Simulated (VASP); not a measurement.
A run of VASP 6.6.1 is set up as follows.

Contents of INCAR:

```
SYSTEM = CdS
PREC = Accurate
ENCUT = 520
EDIFF = 1E-6
ISMEAR = 0
SIGMA = 0.01
LREAL = .False.
LASPH = .True.
NELM = 80
ALGO = Normal
ISIF = 2
LWAVE = .False.
LCHARG = .True.
GGA = CA
LELF = .True.
LVHAR = .True.
NBANDS = 26
```

The input KPOINTS:

```
regular mesh
0
Gamma
  9 9 4
  0 0 0
```

The input POSCAR:

```
CdS
1.0
    4.0738866863      0.0000000000      0.0000000000
   -2.0369433432      3.5280893625      0.0000000000
    0.0000000000      0.0000000000      6.6385814430
Cd S
2 2
Direct
    0.3333333333      0.6666666667     -0.0367167649
    0.6666666667      0.3333333333      0.4632832351
    0.3333333333      0.6666666667      0.4137167649
    0.6666666667      0.3333333333      0.9137167649
```

Potentials or basis: VASP PAW LDA potentials, release 64 (Cd, S).

Run with:

```sh
$ cat potpaw_LDA.64/Cd/POTCAR potpaw_LDA.64/S/POTCAR > POTCAR
$ mpirun -np 1 vasp_std > vasp.out
```

Q: Estimate the band gap on the k mesh.

A: 1.28 eV.

Q: Estimate the pressure.

A: 3.8 GPa.

Q: Predict the largest force.

A: 0.692 eV/Å.

Stress tensor (GPa, compression positive):
```
 7.60  0.00  0.00
 0.00  7.60  0.00
 0.00  0.00 -3.66
```

Caveat: the cell differs from its parent crystal (atoms moved along the polar distortion); the stress differs along the axes, from -4 to 8 GPa.
